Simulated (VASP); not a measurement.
# Hf3C2 (Pm-3m) in VASP: notebook

Hf3C2 is run at these levels: PBE; tasks: single point, relaxation of cell and atoms.

Everything below comes from runs of VASP 6.6.1. Logs are shortened: lines on timing, memory, paths and dates and some standing lists are left out, and cuts for length are marked.

### Step 1. The cell of the first run

It takes space group Pm-3m (No. 221, cubic). Conventional cell: a = 5.545 Å, b = 5.545 Å, c = 5.545 Å, α = 90.00°, β = 90.00°, γ = 90.00°. Hf (site symmetry 4mm) has 1 C at 1.46 Å and 4 Hf at 1.85 Å within 2.0 Å. C (site symmetry 4/mmm) has 2 Hf at 1.46 Å within 2.0 Å. Within 5.1 Å of C (site symmetry m-3m) lie 12 C at 3.92 Å and 24 Hf at 4.19 Å.

The cell was built from a structure type or drawn by symmetry, and may not be a known phase.

### Step 2. Single point, PBE

INCAR

```
PREC     = Accurate       # precision mode
ENCUT    = 520            # plane-wave cutoff, eV
EDIFF    = 1E-6           # SCF threshold, eV
ISMEAR   = 0              # smearing method
SIGMA    = 0.1            # smearing width, eV
LREAL    = F              # projectors in reciprocal space
LASPH    = T              # aspherical terms in the spheres
NELM     = 60             # most SCF steps
ALGO     = Normal         # electronic algorithm
ISIF     = 2              # what is computed and relaxed
LWAVE    = F              # write WAVECAR
LCHARG   = F              # write CHGCAR
GGA      = PE             # functional
NBANDS   = 49             # bands
```

KPOINTS

```
Automatic mesh
0
Gamma
  4 4 4
```

POSCAR

```
Hf3C2
1.0
    5.5454929400      0.0000000000      0.0000000000
    0.0000000000      5.5454929400      0.0000000000
    0.0000000000      0.0000000000      5.5454929400
Hf C
6 4
Direct
    0.7362528200      0.5000000000      0.5000000000
    0.2637471800      0.5000000000      0.5000000000
    0.5000000000      0.7362528200      0.5000000000
    0.5000000000      0.2637471800      0.5000000000
    0.5000000000      0.5000000000      0.7362528200
    0.5000000000      0.5000000000      0.2637471800
    0.0000000000      0.5000000000      0.5000000000
    0.5000000000      0.0000000000      0.5000000000
    0.5000000000      0.5000000000      0.0000000000
    0.0000000000      0.0000000000      0.0000000000
```

Potentials or basis: VASP PAW PBE potentials, release 64 (Hf_pv, C).

Launch:

```
> cat potpaw_PBE.64/Hf_pv/POTCAR potpaw_PBE.64/C/POTCAR > POTCAR
> mpirun -np 1 vasp_std > vasp.out
```

OUTCAR:

```text
PREC = Accurate
   ENCUT = 520
   EDIFF = 1E-6
   ISMEAR = 0
   LREAL = F
   LASPH = T
   NELM = 60
   ISIF = 2
   GGA = PE

 ion  position               nearest neighbor table
   1  0.736  0.500  0.500-   7 1.46   4 1.85   5 1.85   6 1.85   3 1.85   2 2.62   2 2.93
   2  0.264  0.500  0.500-   7 1.46   4 1.85   5 1.85   6 1.85   3 1.85   1 2.62   1 2.93
   3  0.500  0.736  0.500-   8 1.46   2 1.85   5 1.85   6 1.85   1 1.85   4 2.62   4 2.93
   4  0.500  0.264  0.500-   8 1.46   2 1.85   5 1.85   6 1.85   1 1.85   3 2.62   3 2.93
   5  0.500  0.500  0.736-   9 1.46   2 1.85   3 1.85   4 1.85   1 1.85   6 2.62   6 2.93
   6  0.500  0.500  0.264-   9 1.46   2 1.85   3 1.85   4 1.85   1 1.85   5 2.62   5 2.93
   7  0.000  0.500  0.500-   1 1.46   2 1.46
   8  0.500  0.000  0.500-   3 1.46   4 1.46
   9  0.500  0.500  0.000-   5 1.46   6 1.46
  10  0.000  0.000  0.000-

 -----------------------------------------------------------------------------
|                                                                             |
|           W    W    AA    RRRRR   N    N  II  N    N   GGGG   !!!           |
|           W    W   A  A   R    R  NN   N  II  NN   N  G    G  !!!           |
|           W    W  A    A  R    R  N N  N  II  N N  N  G       !!!           |
|           W WW W  AAAAAA  RRRRR   N  N N  II  N  N N  G  GGG   !            |
|           WW  WW  A    A  R   R   N   NN  II  N   NN  G    G                |
|           W    W  A    A  R    R  N    N  II  N    N   GGGG   !!!           |
|                                                                             |
|     The distance between some ions is very small. Please check the          |
|     nearest-neighbor list in the OUTCAR file.                               |
|     I HOPE YOU KNOW WHAT YOU ARE DOING!                                     |
|                                                                             |
 -----------------------------------------------------------------------------

  LATTYP: Found a simple cubic cell.
 ALAT       =     5.5454929400

  Lattice vectors:

 A1 = (   5.5454929400,   0.0000000000,   0.0000000000)
 A2 = (   0.0000000000,   5.5454929400,   0.0000000000)
 A3 = (   0.0000000000,   0.0000000000,   5.5454929400)

Analysis of symmetry for initial positions (statically):
=====================================================================
 Subroutine PRICEL returns:
 Original cell was already a primitive cell.

 Routine SETGRP: Setting up the symmetry group for a
 simple cubic supercell.

 Subroutine GETGRP returns: Found 48 space group operations
 (whereof 48 operations were pure point group operations)
 out of a pool of 48 trial point group operations.

The static configuration has the point symmetry O_h .

Analysis of symmetry for dynamics (positions and initial velocities):
=====================================================================
 Subroutine PRICEL returns:
 Original cell was already a primitive cell.

 Routine SETGRP: Setting up the symmetry group for a
 simple cubic supercell.

 Subroutine GETGRP returns: Found 48 space group operations
 (whereof 48 operations were pure point group operations)
 out of a pool of 48 trial point group operations.

The dynamic configuration has the point symmetry O_h .

 Subroutine INISYM returns: Found 48 space group operations
 (whereof 48 operations are pure point group operations),
 and found     1 'primitive' translations

----------------------------------------------------------------------------------------

                                     Primitive cell

  volume of cell :     170.5377

  direct lattice vectors                    reciprocal lattice vectors
     5.545492940  0.000000000  0.000000000     0.180326620  0.000000000  0.000000000
     0.000000000  5.545492940  0.000000000     0.000000000  0.180326620  0.000000000
     0.000000000  0.000000000  5.545492940     0.000000000  0.000000000  0.180326620

  length of vectors
     5.545492940  5.545492940  5.545492940     0.180326620  0.180326620  0.180326620
[... 47 lines left out ...]
   NUPDOWN=      -1.0000    fix difference up-down
   EMIN   =  10.00;   EMAX   =-10.00  energy-range for DOS
   EFERMI =   0.00;   METHOD = LEGACY
   ISMEAR =     0;   SIGMA  =   0.10  broadening in eV -4-tet -1-fermi 0-gaus
   EFERMI_NEDOS =   21; number of points for ismear=-14 and -15
   IALGO  =     38    algorithm
   IMIX   =      4    mixing-type and parameters
     AMIX     =   0.40;   BMIX     =  1.00
     AMIX_MAG =   1.60;   BMIX_MAG =  1.00
  volume/ion in A,a.u.               =      17.05       115.08
  Fermi-wavevector in a.u.,A,eV,Ry     =   1.250468  2.363042 21.275021  1.563670
  Thomas-Fermi vector in A             =   2.384461
   LORBIT       =      0    0 simple, 1 ext, 2 COOP (PROOUT), +10 PAW based schemes
   GGA     = PE    functional components
   LHFCALC =     F    Hartree Fock is set to
   AEXX    =    0.0000 exact exchange contribution
   IVDW    =     0    specifies the selected vdW correction
   LEPSILON=     F    determine dielectric tensor
   LRPA    =     F    only Hartree local field effects (RPA)
 non-spin polarized calculation
 Gauss-broadening in eV      SIGMA  =   0.10
  energy-cutoff  :      520.00
  volume of cell :      170.54
 maximum number of plane-waves:      4636
 NGX is ok and might be reduce to    42
   NGX = 21   NGY = 21   NGZ = 21

 number of electron      75.9999977 magnetization

 Free energy of the ion-electron system (eV)
  ---------------------------------------------------
  ext. energy  EPLUGINS =         0.00000000
  ---------------------------------------------------
  free energy    TOTEN  =        63.76012321 eV

  energy without entropy =       63.81755826  energy(sigma->0) =       63.78884074

 E-fermi :   2.8731     XC(G=0):  -9.5815

 val. band max:        2.8729577727   @ k =   0.2500   0.2500   0.0000
 cond. band min:       2.8742921687   @ k =   0.5000   0.0000   0.0000
 fundamental gap:      0.0013343960
 Fermi energy:         2.8731327926

 k-point     1 :       0.0000    0.0000    0.0000
  band No.  band energies     occupation
      1     -40.5129      2.00000
      2     -36.2267      2.00000
      3     -36.2267      2.00000
      4     -36.2267      2.00000
      5     -34.7876      2.00000
      6     -34.7876      2.00000
[... 509 lines left out ...]
     48       6.8191      0.00000
     49       6.8191      0.00000

------------------------ aborting loop because EDIFF is reached ----------------------------------------

  FORCE on cell =-STRESS in cart. coord.  units (eV):
  Direction    XX          YY          ZZ          XY          YZ          ZX
  --------------------------------------------------------------------------------------
  -------------------------------------------------------------------------------------
  Total      310.2273532    310.2273532    310.2273532      0.0000000      0.0000000     -0.0000000
  in kB     2914.5412059   2914.5412059   2914.5412059      0.0000000      0.0000000     -0.0000000
  external PRESSURE =    2914.5412059 kB  Pullay stress =       0.0000000 kB

 VOLUME and BASIS-vectors are now :
 -----------------------------------------------------------------------------
  energy-cutoff  :      520.00
  volume of cell :      170.54
      direct lattice vectors                 reciprocal lattice vectors
     5.545492940  0.000000000  0.000000000     0.180326620  0.000000000  0.000000000
     0.000000000  5.545492940  0.000000000     0.000000000  0.180326620  0.000000000
     0.000000000  0.000000000  5.545492940     0.000000000  0.000000000  0.180326620

 POSITION                                       TOTAL-FORCE (eV/Angst)
 -----------------------------------------------------------------------------------
      4.08288      2.77275      2.77275        54.560406      0.000000     -0.000000
      1.46261      2.77275      2.77275       -54.560406      0.000000      0.000000
      2.77275      4.08288      2.77275         0.000000     54.560406     -0.000000
      2.77275      1.46261      2.77275        -0.000000    -54.560406      0.000000
      2.77275      2.77275      4.08288         0.000000      0.000000     54.560406
      2.77275      2.77275      1.46261        -0.000000      0.000000    -54.560406
      0.00000      2.77275      2.77275         0.000000      0.000000      0.000000
      2.77275      0.00000      2.77275         0.000000      0.000000      0.000000
      2.77275      2.77275      0.00000         0.000000      0.000000      0.000000
      0.00000      0.00000      0.00000         0.000000      0.000000      0.000000
 -----------------------------------------------------------------------------------
    total drift:                               -0.000000     -0.000000      0.000000

  FREE ENERGIE OF THE ION-ELECTRON SYSTEM (eV)
  ---------------------------------------------------
  free  energy   TOTEN  =        63.7601232080 eV

  energy  without entropy=       63.8175582627  energy(sigma->0) =       63.78884074
```

Wall time 86 s (1 thread of Intel Xeon 6975P-C (Granite Rapids), shared host); peak memory 0.27 GiB.

What came out:

| Quantity | Value |
| --- | --- |
| Free energy | 63.7601 eV |
| Pressure | 291.5 GPa |
| Largest force | 54.560 eV/Å |
| Band gap on the k mesh | zero (bands 38 and 39 overlap by 0.41 eV) |

Forces in eV/Å, atoms in the order of the input:
```
Hf   54.560   0.000   0.000
Hf  -54.560   0.000   0.000
Hf    0.000  54.560   0.000
Hf    0.000 -54.560   0.000
Hf    0.000   0.000  54.560
Hf    0.000   0.000 -54.560
C     0.000   0.000   0.000
C     0.000   0.000   0.000
C     0.000   0.000   0.000
C     0.000   0.000   0.000
```

Levels at points of the mesh, in eV from the Fermi level:
| k point | band 34 | band 35 | band 36 | band 37 | band 38 | band 39 | band 40 | band 41 | band 42 | band 43 |
| --- | --- | --- | --- | --- | --- | --- | --- | --- | --- | --- |
| (0.00, 0.00, 0.00) | -2.49 | -2.49 | -2.49 | -2.38 | -2.38 | -0.03 | -0.03 | -0.03 | 0.99 | 0.99 |
| (0.50, 0.00, 0.00) | -2.44 | -2.08 | -0.70 | -0.70 | -0.23 | 0.00 | 0.80 | 0.80 | 1.60 | 1.88 |
| (0.50, 0.50, 0.00) | -1.02 | -1.02 | 0.02 | 0.07 | 0.28 | 0.28 | 0.97 | 1.15 | 1.15 | 2.09 |
| (0.50, 0.50, 0.50) | -0.56 | -0.56 | -0.10 | -0.10 | -0.10 | 0.70 | 1.16 | 1.16 | 1.16 | 1.79 |

Caveat: atoms lie so close that the PAW spheres overlap strongly, which falsifies energies and pressures; the cell stands under pressure; spin-orbit coupling is left out, which moves the levels of the heavy elements; forces of over 1 eV/Å act on the atoms, so gaps and moduli don't describe the material at rest.

### Step 3. Relaxation of cell and atoms, PBE

INCAR

```
SYSTEM = Hf3C2
PREC = Accurate
ENCUT = 600
EDIFF = 1E-6
ISMEAR = 0
SIGMA = 0.1
LREAL = .FALSE.
LASPH = .TRUE.
NELM = 100
ALGO = Normal
ISIF = 3
LWAVE = .FALSE.
LCHARG = .FALSE.
GGA = PE
IBRION = 2
NSW = 90
EDIFFG = -0.04
```

KPOINTS

```
regular mesh
0
G
  4 4 4
  0 0 0
```

POSCAR is that of step 2.

Potentials or basis: VASP PAW PBE potentials, release 64 (Hf_pv, C).

Launch:

```
> cat potpaw_PBE.64/Hf_pv/POTCAR potpaw_PBE.64/C/POTCAR > POTCAR
> mpirun -np 1 vasp_std > vasp.out
```

Run time: 47 min. Hardware: 1 thread of Intel Xeon 6975P-C (Granite Rapids), shared host; peak memory 0.36 GiB.

It converged, with:

| Quantity | Value |
| --- | --- |
| Free energy | -65.8005 eV |
| Relaxed volume | 55.45 Å³/atom |
| Relaxed cell | a = 8.216 Å, b = 8.216 Å, c = 8.216 Å, α = 90.00°, β = 90.00°, γ = 90.00° |
| Space group after relaxing (to 0.1 Å) | Pm-3m (No. 221) |
| Pressure after relaxing | 0.0 GPa |
| Largest force after relaxing | 0.016 eV/Å |
| Band gap on the k mesh | zero (bands 38 and 39 overlap by 0.35 eV) |

Forces on the atoms (eV/Å):
```
Hf   0.016  0.000  0.000
Hf  -0.016  0.000  0.000
Hf   0.000  0.016  0.000
Hf   0.000 -0.016  0.000
Hf   0.000  0.000  0.016
Hf   0.000  0.000 -0.016
C    0.000  0.000  0.000
C    0.000  0.000  0.000
C    0.000  0.000  0.000
C    0.000  0.000  0.000
```

Final structure:
```
Hf C
1.0
     8.21571    0.00000    0.00000
     0.00000    8.21571    0.00000
     0.00000    0.00000    8.21571
Hf C
6 4
Direct
  0.23668 0.50000 0.50000
  0.76332 0.50000 0.50000
  0.50000 0.23668 0.50000
  0.50000 0.76332 0.50000
  0.50000 0.50000 0.23668
  0.50000 0.50000 0.76332
  0.00000 0.50000 0.50000
  0.50000 0.00000 0.50000
  0.50000 0.50000 0.00000
  0.00000 0.00000 0.00000
```

Levels at points of the mesh, in eV from the Fermi level:
```tsv
k point	band 35	band 36	band 37	band 38	band 39	band 40
(0.00, 0.00, 0.00)	-0.44	-0.44	-0.30	-0.30	-0.30	-0.19
(0.50, 0.00, 0.00)	-0.45	-0.28	-0.22	0.00	0.00	0.01
(0.50, 0.50, 0.00)	-0.50	-0.28	0.05	0.05	0.06	0.13
(0.50, 0.50, 0.50)	-0.71	-0.29	0.00	0.00	0.00	0.19
```

Caveat: the volume moved by over 15 % at a fixed basis, so the end points are rough; spin-orbit coupling is left out, which moves the levels of the heavy elements.

### Step 4. Single point, PBE

This run uses another cell than the first one, of 58.81 Å³/atom.

INCAR

```
SYSTEM = Hf3C2
PREC = Accurate
ENCUT = 520
EDIFF = 1E-6
ISMEAR = 0
SIGMA = 0.1
LREAL = .FALSE.
LASPH = .TRUE.
NELM = 60
ALGO = Normal
ISIF = 2
LWAVE = .FALSE.
LCHARG = .TRUE.
GGA = PE
LELF = .TRUE.
LVHAR = .TRUE.
NBANDS = 49
```

KPOINTS is that of step 3.

POSCAR

```
Hf3C2
1.0
    8.3781375630      0.0000000000      0.0000000000
    0.0000000000      8.3781375630      0.0000000000
    0.0000000000      0.0000000000      8.3781375630
Hf C
6 4
Direct
    0.7651994368      0.5000000000      0.5000000000
    0.2348005632      0.5000000000      0.5000000000
    0.5000000000      0.7651994368      0.5000000000
    0.5000000000      0.2348005632      0.5000000000
    0.5000000000      0.5000000000      0.7651994368
    0.5000000000      0.5000000000      0.2348005632
    0.0000000000      0.5000000000      0.5000000000
    0.5000000000      0.0000000000      0.5000000000
    0.5000000000      0.5000000000      0.0000000000
    0.0000000000      0.0000000000      0.0000000000
```

Launch:

```
> cat potpaw_PBE.64/Hf_pv/POTCAR potpaw_PBE.64/C/POTCAR > POTCAR
> mpirun -np 1 vasp_std > vasp.out
```

Wall time 12 min (1 thread of Intel Xeon 6975P-C (Granite Rapids), shared host); peak memory 0.69 GiB.

The run converged. Its results:

| Property | Result |
| --- | --- |
| Free energy | -67.7142 eV |
| Pressure | 0.2 GPa |
| Largest force | 0.016 eV/Å |
| Band gap on the k mesh | zero (bands 38 and 39 overlap by 0.32 eV) |

Forces on the atoms (eV/Å):
```
Hf  -0.016  0.000  0.000
Hf   0.016  0.000  0.000
Hf   0.000 -0.016  0.000
Hf   0.000  0.016  0.000
Hf   0.000  0.000 -0.016
Hf   0.000  0.000  0.016
C    0.000  0.000  0.000
C    0.000  0.000  0.000
C    0.000  0.000  0.000
C    0.000  0.000  0.000
```

Levels at points of the mesh, in eV from the Fermi level:
```tsv
k point	band 34	band 35	band 36	band 37	band 38	band 39	band 40	band 41
(0.00, 0.00, 0.00)	-0.47	-0.47	-0.47	-0.27	-0.27	-0.27	-0.10	0.01
(0.50, 0.00, 0.00)	-0.49	-0.49	-0.26	-0.13	0.00	0.00	0.02	0.04
(0.50, 0.50, 0.00)	-0.69	-0.55	-0.19	0.04	0.04	0.06	0.12	0.13
(0.50, 0.50, 0.50)	-0.69	-0.69	-0.20	0.00	0.00	0.00	0.19	0.19
```

Caveat: spin-orbit coupling is left out, which moves the levels of the heavy elements.

### Step 5. Single point, PBE

This run uses another cell than the first one, of 59.31 Å³/atom.

INCAR

```
PREC = Accurate
ENCUT = 520
EDIFF = 1E-6
ISMEAR = 0
SIGMA = 0.1
LREAL = False
LASPH = True
NELM = 60
ALGO = Normal
ISIF = 2
LWAVE = False
LCHARG = False
GGA = PE
NBANDS = 49
```

KPOINTS

```
regular mesh
0
Gamma
  6 6 6
```

POSCAR

```
Hf3C2
1.0
    8.4016742273      0.0000000000      0.0000000000
    0.0000000000      8.4016742273      0.0000000000
    0.0000000000      0.0000000000      8.4016742273
Hf C
6 4
Direct
    0.7655993433      0.5000000000      0.5000000000
    0.2344006567      0.5000000000      0.5000000000
    0.5000000000      0.7655993433      0.5000000000
    0.5000000000      0.2344006567      0.5000000000
    0.5000000000      0.5000000000      0.7655993433
    0.5000000000      0.5000000000      0.2344006567
    0.0000000000      0.5000000000      0.5000000000
    0.5000000000      0.0000000000      0.5000000000
    0.5000000000      0.5000000000      0.0000000000
    0.0000000000      0.0000000000      0.0000000000
```

Launch:

```
> cat potpaw_PBE.64/Hf_pv/POTCAR potpaw_PBE.64/C/POTCAR > POTCAR
> mpirun -np 1 vasp_std > vasp.out
```

Wall time 18 min (1 thread of Intel Xeon 6975P-C (Granite Rapids), shared host); peak memory 0.81 GiB.

It converged, with:

- Free energy: -67.7275 eV
- Pressure: 0.0 GPa
- Largest force: 0.036 eV/Å
- Band gap on the k mesh: zero (bands 38 and 39 overlap by 0.31 eV)

Forces in eV/Å, atoms in the order of the input:
```
Hf  -0.036  0.000  0.000
Hf   0.036  0.000  0.000
Hf   0.000 -0.036  0.000
Hf   0.000  0.036  0.000
Hf   0.000  0.000 -0.036
Hf   0.000  0.000  0.036
C    0.000  0.000  0.000
C    0.000  0.000  0.000
C    0.000  0.000  0.000
C    0.000  0.000  0.000
```

Levels at points of the mesh, in eV from the Fermi level:
| k point | band 35 | band 36 | band 37 | band 38 | band 39 | band 40 |
| --- | --- | --- | --- | --- | --- | --- |
| (0.00, 0.00, 0.00) | -0.47 | -0.47 | -0.26 | -0.26 | -0.26 | -0.08 |
| (0.50, 0.00, 0.00) | -0.50 | -0.24 | -0.11 | 0.00 | 0.00 | 0.02 |
| (0.50, 0.50, 0.00) | -0.55 | -0.17 | 0.04 | 0.04 | 0.06 | 0.12 |
| (0.50, 0.50, 0.50) | -0.69 | -0.18 | 0.00 | 0.00 | 0.00 | 0.19 |

Caveat: spin-orbit coupling is left out, which moves the levels of the heavy elements.

### Step 6. Summary

| task | cell | k mesh | cutoff (eV) | gap on the mesh (eV) | pressure (GPa) | largest force (eV/Å) |
| --- | --- | --- | --- | --- | --- | --- |
| single point | a = 5.545 Å, 10 atoms, atomic positions A | 4 × 4 × 4 | 520 | none | 291.5 | 54.56 |
| relaxation of cell and atoms | relaxed from a = 5.545 Å, 10 atoms, atomic positions A | 4 × 4 × 4 | 600 | none | 0.0 | 0.02 |
| single point | a = 8.378 Å, 10 atoms, atomic positions B | 4 × 4 × 4 | 520 | none | 0.2 | 0.02 |
| single point | a = 8.402 Å, 10 atoms, atomic positions B | 6 × 6 × 6 | 520 | none | 0.0 | 0.04 |

Alike in all rows: level PBE; potentials or basis VASP PAW PBE potentials, release 64 (Hf_pv, C); no spin polarisation; smearing gaussian 0.1 eV.

Caveats: spin-orbit coupling is left out, which moves the levels of the heavy elements; atoms lie so close that the PAW spheres overlap strongly, which falsifies energies and pressures (at least some runs); the cell stands under pressure (at least some runs); forces of over 1 eV/Å act on the atoms, so gaps and moduli don't describe the material at rest (at least some runs); the volume moved by over 15 % at a fixed basis, so the end points are rough (at least some runs).

Absolute energies hang on the potentials; compare differences alone.
